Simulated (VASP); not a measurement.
Crystal: Si2C.

```
C Si
1.0
     3.24421    0.00000    0.00000
    -1.62211    2.80957    0.00000
     0.00000    0.00000    7.94667
C Si
2 4
Direct
  0.00000 0.00000 0.00000
  0.66667 0.33333 0.66667
  0.33333 0.66667 0.33333
  0.66667 0.33333 0.91667
  0.33333 0.66667 0.58333
  0.00000 0.00000 0.25000
```

- Program: VASP 6.6.1
- Task: relaxation of cell and atoms
- Functional: PBE
- Potentials or basis: VASP PAW PBE potentials, release 64 (C, Si)
- Cutoff: 600 eV
- k mesh: 12 × 12 × 4
- Occupations: fermi-dirac, width 0.02 eV
- Spin: no spin polarisation

At the start: pressure 30.9 GPa; volume 12.07 Å³/atom.

Q: How do energy, volume and symmetry change on relaxing?

A: Over 28 steps the energy falls by 542.2 meV/atom and the volume is 12.86 Å³/atom (+6.5 %); space group P3m1 (No. 156, to 0.1 Å) before and after.

Step by step:
```csv
step,energy change (eV),largest force (eV/Å),pressure (GPa),volume (Å³)
1,0.0000,7.8933,30.86,72.43
2,-0.9841,2.5339,-18.53,99.64
3,-2.4431,2.0727,-6.17,85.58
4,-2.4484,2.0375,-5.21,85.00
5,-2.9452,1.1499,-3.92,82.21
6,-3.0278,0.9482,-3.22,80.99
7,-2.9605,2.5063,-0.67,78.58
8,-3.0435,1.1896,-2.70,80.35
9,-3.1732,1.2364,3.74,76.14
10,-3.2169,0.6410,0.92,77.54
11,-3.2479,0.2615,-0.42,77.60
12,-3.2480,0.2371,-0.32,77.59
13,-3.2515,0.1232,0.02,77.35
14,-3.2515,0.1187,0.01,77.36
15,-3.2528,0.0391,0.02,77.29
16,-3.2528,0.0442,0.02,77.27
17,-3.2530,0.0207,-0.09,77.28
18,-3.2530,0.0387,-0.13,77.29
19,-3.2531,0.0472,-0.09,77.24
20,-3.2531,0.0707,0.05,77.10
21,-3.2532,0.0564,-0.03,77.18
22,-3.2532,0.0595,-0.02,77.16
23,-3.2533,0.0200,0.04,77.13
24,-3.2533,0.0135,0.05,77.12
25,-3.2533,0.0091,-0.01,77.15
26,-3.2533,0.0108,-0.02,77.16
27,-3.2533,0.0101,-0.02,77.16
28,-3.2533,0.0031,-0.01,77.15
```

Final structure:
```
CELL_PARAMETERS angstrom
3.21161 0.00000 0.00000
-1.60580 2.78134 0.00000
0.00000 0.00000 8.63717
ATOMIC_POSITIONS crystal
C 0.00000 0.00000 0.97952
C 0.66667 0.33333 0.69008
Si 0.33333 0.66667 0.34821
Si 0.66667 0.33333 0.91140
Si 0.33333 0.66667 0.62178
Si 0.00000 0.00000 0.19900
```
